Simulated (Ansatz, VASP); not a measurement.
## LiF in VASP and in Ansatz

```
Li F
1.0
     0.00000    2.03376    2.03376
     2.03376    0.00000    2.03376
     2.03376    2.03376    0.00000
Li F
1 1
Direct
  0.00000 0.00000 0.00000
  0.50000 0.50000 0.50000
```

Alike in both runs: functional r2SCAN; k mesh 12 × 12 × 12; occupations fermi-dirac, width 0.02 eV; no spin polarisation.

Ansatz relaxed the structure, and its values are those at the end. VASP's run is a single point on that final structure, the one shown.

|  | VASP | Ansatz |
| --- | --- | --- |
| version | VASP 6.6.1 | Ansatz 0.2.0 |
| potentials or method | VASP PAW PBE potentials, release 64 (Li_sv, F), cutoff 520 eV | PAW plane waves |
| valence electrons in the cell | 10 | 10 |

|  | VASP | Ansatz | Ansatz less VASP |
| --- | --- | --- | --- |
| gap on the k mesh at the Fermi level (eV) | 9.98 | 9.80 | -0.181 |

VASP's potentials were made for PBE, not for r2SCAN. With one functional, cell and mesh, what is left measures potentials, basis and numerics. Ansatz's warnings: stress scf threshold loose.

Noted on VASP's run: the cutoff is short for stress, so the pressure is rough.
